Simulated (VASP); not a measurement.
# BaTiO3 in VASP: a series of runs, part 2 of 2

VASP 6.6.1. The steps go on from the part before.

## Step 3: Single point, PBE (strain -0.080 along x and y, -0.040 along z)

Contents of INCAR:

```
ALGO     = Normal         # electronic algorithm
EDIFF    = 1E-6           # SCF threshold, eV
ENCUT    = 520            # plane-wave cutoff, eV
GGA      = PE             # functional
ISIF     = 2              # what is computed and relaxed
ISMEAR   = 0              # smearing method
LASPH    = True           # aspherical terms in the spheres
LCHARG   = False          # write CHGCAR
LREAL    = False          # projectors in reciprocal space
LWAVE    = False          # write WAVECAR
NBANDS   = 28             # bands
NELM     = 60             # most SCF steps
PREC     = Accurate       # precision mode
SIGMA    = 0.05           # smearing width, eV
```

Contents of KPOINTS:

```
k-points
0
Gamma
  8 8 8
```

Contents of POSCAR:

```
BaTiO3
1.0
    3.6976933126      0.0000000000      0.0000000000
    0.0000000000      3.6976933126      0.0000000000
    0.0000000000      0.0000000000      3.8585100676
Ba Ti O
1 1 3
Direct
    0.0000000000      0.0000000000      0.0000000000
    0.5000000000      0.5000000000      0.5000000000
    0.5000000000      0.5000000000      0.0000000000
    0.5000000000      0.0000000000      0.5000000000
    0.0000000000      0.5000000000      0.5000000000
```

Potentials or basis: VASP PAW PBE potentials, release 64 (Ba_sv, Ti_sv, O).

Run with:

```bash
$ cat potpaw_PBE.64/Ba_sv/POTCAR potpaw_PBE.64/Ti_sv/POTCAR potpaw_PBE.64/O/POTCAR > POTCAR
$ mpirun -np 1 vasp_std > vasp.out
```

OUTCAR:

```text
EDIFF = 1E-6
   ENCUT = 520
   GGA = PE
   ISIF = 2
   ISMEAR = 0
   LASPH = True
   LREAL = False
   NELM = 60
   PREC = Accurate

 ion  position               nearest neighbor table
   1  0.000  0.000  0.000-   3 2.61   3 2.61   3 2.61   3 2.61   5 2.67   4 2.67   5 2.67   5 2.67
                             5 2.67   4 2.67   4 2.67   4 2.67   2 3.25   2 3.25   2 3.25   2 3.25
   2  0.500  0.500  0.500-   4 1.85   5 1.85   4 1.85   5 1.85   3 1.93   3 1.93   1 3.25   1 3.25
                             1 3.25   1 3.25   1 3.25   1 3.25   1 3.25   1 3.25
[... 953 lines left out ...]
  -------------------------------------------------------------------------------------
  Total       21.2037949     21.2037949     15.1291501      0.0000000      0.0000000      0.0000000
  in kB      643.9360873    643.9360873    459.4557606      0.0000000      0.0000000      0.0000000
  external PRESSURE =     582.4426451 kB  Pullay stress =       0.0000000 kB

 VOLUME and BASIS-vectors are now :
 -----------------------------------------------------------------------------
  energy-cutoff  :      520.00
  volume of cell :       52.76
      direct lattice vectors                 reciprocal lattice vectors
     3.697693313  0.000000000  0.000000000     0.270438870  0.000000000  0.000000000
     0.000000000  3.697693313  0.000000000     0.000000000  0.270438870  0.000000000
     0.000000000  0.000000000  3.858510068     0.000000000  0.000000000  0.259167394

 POSITION                                       TOTAL-FORCE (eV/Angst)
 -----------------------------------------------------------------------------------
      0.00000      0.00000      0.00000         0.000000      0.000000      0.000000
      1.84885      1.84885      1.92926         0.000000      0.000000      0.000000
      1.84885      1.84885      0.00000         0.000000      0.000000      0.000000
      1.84885      0.00000      1.92926         0.000000      0.000000      0.000000
      0.00000      1.84885      1.92926         0.000000      0.000000      0.000000
 -----------------------------------------------------------------------------------
    total drift:                                0.000000      0.000000      0.000000

  FREE ENERGIE OF THE ION-ELECTRON SYSTEM (eV)
  ---------------------------------------------------
  free  energy   TOTEN  =       -37.9949420383 eV

  energy  without entropy=      -37.9949420383  energy(sigma->0) =      -37.99494204
```

OSZICAR:

```text
N       E                     dE             d eps       ncg     rms          rms(c)
DAV:   1     0.455249334744E+03    0.45525E+03   -0.21335E+04  4200   0.162E+03
DAV:   2    -0.218739075312E-01   -0.45527E+03   -0.43144E+03  4652   0.451E+02
DAV:   3    -0.460086985521E+02   -0.45987E+02   -0.45498E+02  5752   0.140E+02
DAV:   4    -0.482385610374E+02   -0.22299E+01   -0.22257E+01  6360   0.261E+01
DAV:   5    -0.482817415708E+02   -0.43181E-01   -0.43170E-01  5556   0.329E+00    0.297E+01
DAV:   6    -0.378094064713E+02    0.10472E+02   -0.48861E+01  5492   0.751E+01    0.114E+01
DAV:   7    -0.379986328938E+02   -0.18923E+00   -0.63952E+00  5312   0.195E+01    0.906E+00
DAV:   8    -0.380003959593E+02   -0.17631E-02   -0.78065E-01  5276   0.901E+00    0.184E+00
DAV:   9    -0.379998755976E+02    0.52036E-03   -0.15920E-01  5364   0.366E+00    0.795E-01
DAV:  10    -0.379980354982E+02    0.18401E-02   -0.60486E-02  5012   0.170E+00    0.602E-01
DAV:  11    -0.379953519705E+02    0.26835E-02   -0.20617E-02  6052   0.132E+00    0.181E-01
DAV:  12    -0.379950193537E+02    0.33262E-03   -0.12048E-03  5140   0.354E-01    0.712E-02
DAV:  13    -0.379949916386E+02    0.27715E-04   -0.10656E-04  5868   0.780E-02    0.902E-02
DAV:  14    -0.379949433304E+02    0.48308E-04   -0.30026E-04  5804   0.179E-01    0.131E-02
DAV:  15    -0.379949450117E+02   -0.16813E-05   -0.22561E-05  5100   0.313E-02    0.138E-02
DAV:  16    -0.379949423150E+02    0.26966E-05   -0.17335E-05  5908   0.314E-02    0.661E-03
DAV:  17    -0.379949420383E+02    0.27670E-06   -0.17697E-06  3540   0.158E-02
   1 F= -.37994942E+02 E0= -.37994942E+02  d E =-.306366E-24
```

stdout:

```text
POSCAR found type information on POSCAR BaTiO
 POSCAR found :  3 types and       5 ions
 scaLAPACK will be used
 LDA part: xc-table for (Slater+PW92), standard interpolation
 POSCAR, INCAR and KPOINTS ok, starting setup
 FFT: planning ... GRIDC
 FFT: planning ... GRID_SOFT
 FFT: planning ... GRID
 WAVECAR not read
 entering main loop
```

Run time: 69 s. Hardware: 1 thread of AMD EPYC 9R45 (Zen 5), shared host; peak memory 0.21 GiB.

What came out:

- Free energy: -37.9949 eV
- Pressure: 58.2 GPa
- Band gap on the k mesh: 1.91 eV, direct

Levels at points of the mesh, in eV from the valence-band top:
```tsv
k point	band 17	band 18	band 19	band 20	band 21	band 22	band 23	band 24
(0.00, 0.00, 0.00)	-1.49	-0.12	0.00	0.00	1.91	1.91	2.02	4.70
(0.50, 0.00, 0.00)	-2.33	-2.25	-0.82	-0.81	2.21	4.55	4.57	5.13
(0.50, 0.50, 0.00)	-1.78	-0.51	-0.51	-0.16	4.58	4.58	5.10	6.07
(0.00, 0.00, 0.50)	-1.80	-1.80	-0.71	-0.71	2.23	4.09	4.09	5.48
(0.50, 0.00, 0.50)	-1.61	-0.99	-0.97	-0.38	4.12	4.58	4.83	6.59
(0.50, 0.50, 0.50)	-2.21	-0.16	-0.16	-0.06	5.30	5.30	5.52	7.37
```

Caveat: the cell differs from its parent crystal (strain -0.080 along x and y, -0.040 along z); spin-orbit coupling is left out, which moves the levels of the heavy elements. A k mesh can miss the band edges.

## Step 4: Single point, PBE (strain -0.040 along x and y, -0.080 along z)

Contents of INCAR:

```
ALGO = Normal
EDIFF = 1E-7
ENCUT = 520
GGA = PE
ISIF = 2
ISMEAR = 0
LASPH = True
LCHARG = True
LELF = True
LREAL = False
LVHAR = True
LWAVE = False
NBANDS = 28
NELM = 80
PREC = Accurate
SIGMA = 0.05
```

KPOINTS is that of step 3.

Edit POSCAR of step 3 so:

```diff
@@ -2,5 +2,5 @@
 1.0
-    3.6976933126      0.0000000000      0.0000000000
-    0.0000000000      3.6976933126      0.0000000000
-    0.0000000000      0.0000000000      3.8585100676
+    3.8584625870      0.0000000000      0.0000000000
+    0.0000000000      3.8584625870      0.0000000000
+    0.0000000000      0.0000000000      3.6977388148
 Ba Ti O
```

Run with:

```bash
$ cat potpaw_PBE.64/Ba_sv/POTCAR potpaw_PBE.64/Ti_sv/POTCAR potpaw_PBE.64/O/POTCAR > POTCAR
$ mpirun -np 1 vasp_std > vasp.out
```

Wall time 78 s (1 thread of AMD EPYC 9R45 (Zen 5), shared host); peak memory 0.22 GiB.

The run converged. Its results:

```yaml
Free_energy: -38.7136 eV
Pressure: 42.7 GPa
Band_gap_on_the_k_mesh: 1.86 eV, direct
```

Stress tensor (GPa, compression positive):
```
37.18  0.00  0.00
 0.00 37.18  0.00
 0.00  0.00 53.86
```

Levels at points of the mesh, in eV from the valence-band top:
```csv
k point,band 18,band 19,band 20,band 21,band 22,band 23
"(0.00, 0.00, 0.00)",-0.09,-0.09,0.00,1.86,1.96,1.96
"(0.50, 0.00, 0.00)",-1.88,-0.74,-0.73,2.18,4.05,4.06
"(0.50, 0.50, 0.00)",-1.13,-1.13,-0.34,4.07,4.07,4.50
"(0.00, 0.00, 0.50)",-2.13,-0.82,-0.82,2.15,4.51,4.51
"(0.50, 0.00, 0.50)",-0.70,-0.69,-0.20,4.07,4.53,4.82
"(0.50, 0.50, 0.50)",-0.19,-0.04,-0.04,4.93,5.19,5.19
```

Caveat: the cell differs from its parent crystal (strain -0.040 along x and y, -0.080 along z); spin-orbit coupling is left out, which moves the levels of the heavy elements. A k mesh can miss the band edges.

## Step 5: Single point, PBE (strain -0.040 along x and y, -0.040 along z)

Contents of INCAR:

```
ALGO     = Normal         # electronic algorithm
EDIFF    = 1E-7           # SCF threshold, eV
ENCUT    = 520            # plane-wave cutoff, eV
GGA      = PE             # functional
ISIF     = 2              # what is computed and relaxed
ISMEAR   = 0              # smearing method
LASPH    = T              # aspherical terms in the spheres
LCHARG   = F              # write CHGCAR
LREAL    = F              # projectors in reciprocal space
LWAVE    = F              # write WAVECAR
NBANDS   = 28             # bands
NELM     = 100            # most SCF steps
PREC     = Accurate       # precision mode
SIGMA    = 0.05           # smearing width, eV
```

KPOINTS is that of step 4.

Edit POSCAR of step 4 so:

```diff
@@ -4,3 +4,3 @@
     0.0000000000      3.8584625870      0.0000000000
-    0.0000000000      0.0000000000      3.6977388148
+    0.0000000000      0.0000000000      3.8585100676
 Ba Ti O
```

Run with:

```bash
$ cat potpaw_PBE.64/Ba_sv/POTCAR potpaw_PBE.64/Ti_sv/POTCAR potpaw_PBE.64/O/POTCAR > POTCAR
$ mpirun -np 1 vasp_std > vasp.out
```

Run time: 79 s. Hardware: 1 thread of AMD EPYC 9R45 (Zen 5), shared host; peak memory 0.22 GiB.

It converged, with:

* Free energy: -39.3240 eV
* Pressure: 29.0 GPa
* Band gap on the k mesh: 1.96 eV, indirect (least direct gap 1.98 eV)

Levels at points of the mesh, in eV from the valence-band top:
```csv
k point,band 18,band 19,band 20,band 21,band 22,band 23
"(0.00, 0.00, 0.00)",-0.02,-0.02,-0.02,1.96,1.96,1.96
"(0.50, 0.00, 0.00)",-1.95,-0.69,-0.69,2.17,4.07,4.07
"(0.50, 0.50, 0.00)",-0.78,-0.78,-0.11,4.08,4.08,4.53
"(0.00, 0.00, 0.50)",-1.95,-0.69,-0.69,2.17,4.07,4.07
"(0.50, 0.00, 0.50)",-0.78,-0.78,-0.11,4.08,4.08,4.53
"(0.50, 0.50, 0.50)",0.00,0.00,0.00,4.89,4.89,4.89
```

Caveat: the cell differs from its parent crystal (strain -0.040 along x and y, -0.040 along z); spin-orbit coupling is left out, which moves the levels of the heavy elements.

## Step 6: Overview

```csv
cell,gap on the mesh (eV),pressure (GPa)
"a = 3.698 Å, 5 atoms",1.97,75.5
"a = 3.698, b = 3.698, c = 3.859 Å, 5 atoms",1.91,58.2
"a = 3.858, b = 3.858, c = 3.698 Å, 5 atoms",1.86,42.7
"a = 3.858 Å, 5 atoms",1.96,29.0
```

Alike in all rows: task single point; level PBE; potentials or basis VASP PAW PBE potentials, release 64 (Ba_sv, Ti_sv, O); no spin polarisation; k mesh 8 × 8 × 8; cutoff (eV) 520; smearing gaussian 0.05 eV.

Caveats: spin-orbit coupling is left out, which moves the levels of the heavy elements.

Absolute energies hang on the potentials; compare differences alone.
